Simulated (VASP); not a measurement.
Cd, 1 atom in the cell. Symmetry: I4/mmm, No. 139, tetragonal system. Conventional cell: a = 3.985 Å, b = 3.985 Å, c = 2.937 Å, α = 90.00°, β = 90.00°, γ = 90.00°. Cd (site symmetry 4/mmm) has 14 Cd at 2.94 to 3.98 Å within 4.0 Å. 

- Program: VASP 6.6.1
- Task: relaxation of cell and atoms
- Functional: PBE
- Potentials or basis: VASP PAW PBE potentials, release 64 (Cd)
- Cutoff: 600 eV
- k mesh: 18 × 18 × 18
- Occupations: gaussian, width 0.1 eV
- Spin: no spin polarisation
- Dipole correction: no
- Further INCAR settings: ALGO = Normal; EDIFF = 1e-07; IBRION = 2; EDIFFG = -0.01; NSW = 80; ISIF = 3

Potentials or basis: VASP PAW PBE potentials, release 64 (Cd).

Run with:

```sh
$ cat potpaw_PBE.64/Cd/POTCAR > POTCAR
$ mpirun -np 1 vasp_std > vasp.out
```

Hardware: 1 thread of Intel(R) Xeon(R) 6975P-C (Granite Rapids), on a shared host.

Problem. Estimate the wall time of this run.

Solution. It took 5.4 min on 1 thread of Intel(R) Xeon(R) 6975P-C (Granite Rapids) (shared host), peak memory 0.28 GiB. Counts: scf iterations 35, k points 480, ion steps 5.
